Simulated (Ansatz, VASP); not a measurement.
**TiPt3 in VASP and in Ansatz**

```
Ti Pt
1.0
     3.86759    0.00000    0.00000
     0.00000    3.86759    0.00000
     0.00000    0.00000    3.86759
Ti Pt
1 3
Cartesian
  0.0000 0.0000 0.0000
  0.0000 1.9338 1.9338
  1.9338 0.0000 1.9338
  1.9338 1.9338 0.0000
```

Alike in both runs: task single point; functional PBE; k mesh 10 × 10 × 10; occupations gaussian, width 0.1 eV; no spin polarisation.

|  | VASP | Ansatz |
| --- | --- | --- |
| version | VASP 6.6.1 | Ansatz 0.2.0 |
| potentials or method | VASP PAW PBE potentials, release 64 (Ti_sv, Pt), cutoff 520 eV | scalar-relativistic, plane waves, PAW |
| valence electrons in the cell | 42 | 66 |

Ansatz gave:

- gap on the k mesh at the Fermi level (eV): none
- pressure (GPa): 17.0

Problem. Which values does VASP return?

Solution. gap on the k mesh at the Fermi level (eV): none; pressure (GPa): 16.6.

A gap of «none» marks a metal or a gap that the smearing closes. VASP's potentials hold 42 valence electrons a cell and Ansatz's 66, so a difference there can come from the potentials and not from the codes.

Spin-orbit coupling is off throughout.
